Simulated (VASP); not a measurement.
Wanted: the native input for a VASP 6.6.1 run.

| Item | Value |
| --- | --- |
| Task | single point |
| Functional | PBE |
| Potentials or basis | VASP PAW PBE potentials, release 64 (Co) |
| Cutoff | 520 eV |
| k mesh | 15 × 15 × 8 |
| Occupations | fermi-dirac, width 0.08 eV |
| Spin | collinear spin, ferromagnetic start |
| Starting moments | [2.0, 2.0] μB |
| Dipole correction | no |
| Further INCAR settings | ALGO = Normal; EDIFF = 1e-07; NBANDS = 20 |

The structure of Co lies in POSCAR:

```
Co
1.0
    2.2699207476      0.0000000000      0.0000000000
   -1.1349603738      1.9658090320      0.0000000000
    0.0000000000      0.0000000000      3.7080788767
Co
2
Direct
    0.6666666667      0.3333333333      0.2598610000
    0.3333333333      0.6666666667      0.7401390000
```

This cell differs from its parent crystal: volume scaled by 0.76.

One way to write it, as run:

INCAR

```
SYSTEM = Co
PREC     = Accurate       ! precision mode
ENCUT    = 520            ! plane-wave cutoff, eV
EDIFF    = 1E-7           ! SCF threshold, eV
ISMEAR   = -1             ! smearing method
SIGMA    = 0.08           ! smearing width, eV
LREAL    = .False.        ! projectors in reciprocal space
LASPH    = .True.         ! aspherical terms in the spheres
NELM     = 150            ! most SCF steps
ALGO     = Normal         ! electronic algorithm
ISIF     = 2              ! what is computed and relaxed
LWAVE    = .False.        ! write WAVECAR
LCHARG   = .False.        ! write CHGCAR
ISPIN    = 2              ! spin polarisation
MAGMOM   = 2 2            ! initial moments
LORBIT   = 11             ! projections on sites
LMAXMIX  = 4              ! l up to which the mixer works
GGA      = PE             ! functional
NBANDS   = 20             ! bands
```

KPOINTS

```
Automatic mesh
0
Gamma
  15 15 8
  0 0 0
```

Potentials or basis: VASP PAW PBE potentials, release 64 (Co).

The run is started by

```bash
$ cat potpaw_PBE.64/Co/POTCAR > POTCAR
$ mpirun -np 1 vasp_std > vasp.out
```

Results of the run:

```json
{
 "Pressure": "103.3 GPa",
 "Largest force": "1.862 eV/Å",
 "Net moment": "2.10 μB per cell",
 "Site moments": "Co +1.03 μB",
 "Valence electrons inside the program's atomic spheres": "Co 8.97"
}
```

Caveat: forces of over 1 eV/Å act on the atoms, so gaps and moduli don't describe the material at rest.

It took 78 s on 1 thread of Intel(R) Xeon(R) 6975P-C (Granite Rapids) (shared host), peak memory 0.2 GiB.
